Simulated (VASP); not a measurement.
Here is a VASP 6.6.1 calculation.

The input INCAR:

```
SYSTEM = MoS2
ALGO = Normal ; EDIFF = 1E-6
ENCUT = 520 ; GGA = CA
ISIF = 2 ; ISMEAR = 0
LASPH = .TRUE. ; LCHARG = .FALSE.
LREAL = .FALSE. ; LWAVE = .FALSE.
NBANDS = 20 ; NELM = 80
PREC = Accurate ; SIGMA = 0.01
```

Contents of KPOINTS:

```
k-points
0
G
  12 12 1
  0 0 0
```

Contents of POSCAR:

```
MoS2
1.0
    3.1354689840      0.0000000000      0.0000000000
   -1.5677344920      2.7153957929      0.0000000000
    0.0000000000      0.0000000000     18.1200000000
S Mo
2 1
Direct
    0.3333333333      0.6666666667      0.4146004221
    0.3333333333      0.6666666667      0.5853995779
    0.6666666667      0.3333333333      0.5000000000
```

Potentials or basis: VASP PAW LDA potentials, release 64 (S, Mo_sv).

Command:

```bash
$ cat potpaw_LDA.64/S/POTCAR potpaw_LDA.64/Mo_sv/POTCAR > POTCAR
$ mpirun -np 1 vasp_std > vasp.out
```

Question: Predict the band gap on the k mesh.

Answer: 1.81 eV, direct.

Question: What does it give for the largest force?

Answer: 0.015 eV/Å.

Forces in eV/Å, atoms in the order of the input:
```
S    0.000  0.000 -0.015
S    0.000  0.000  0.015
Mo   0.000  0.000  0.000
```
